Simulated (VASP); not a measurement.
Set up this calculation in VASP 6.6.1, as the native input.

```
Task                   : single point
Functional             : PBE
Potentials or basis    : VASP PAW PBE potentials, release 64 (Na_pv, Hf_pv)
Cutoff                 : 520 eV
k mesh                 : 6 × 6 × 4
Occupations            : gaussian, width 0.1 eV
Spin                   : no spin polarisation
Dipole correction      : no
Further INCAR settings : ALGO = Normal; EDIFF = 1e-06; NBANDS = 20
```

The structure of NaHf2 lies in POSCAR:

```
NaHf2
1.0
    5.4150517684      0.0000000000      0.0000000000
   -2.7075258842      4.6895723943      0.0000000000
    0.0000000000      0.0000000000      2.8149699311
Na Hf
1 2
Direct
    0.0000000000      0.0000000000      0.0000000000
    0.3333333333      0.6666666667      0.5000000000
    0.6666666667      0.3333333333      0.5000000000
```

One way to write it, as run:

INCAR

```
PREC = Accurate ; ENCUT = 520
EDIFF = 1E-6 ; ISMEAR = 0
SIGMA = 0.1 ; LREAL = F
LASPH = T ; NELM = 60
ALGO = Normal ; ISIF = 2
LWAVE = F ; LCHARG = F
GGA = PE ; NBANDS = 20
```

KPOINTS

```
Automatic mesh
0
Gamma
  6 6 4
```

Potentials or basis: VASP PAW PBE potentials, release 64 (Na_pv, Hf_pv).

Launch:

```console
$ cat potpaw_PBE.64/Na_pv/POTCAR potpaw_PBE.64/Hf_pv/POTCAR > POTCAR
$ mpirun -np 1 vasp_std > vasp.out
```

It gave:

```yaml
Pressure: 0.1 GPa
```

Caveat: the k points lie up to 0.56 Å⁻¹ apart.

It took 16 s on 1 thread of Intel(R) Xeon(R) Platinum 8488C (Sapphire Rapids) (shared host), peak memory 0.19 GiB.
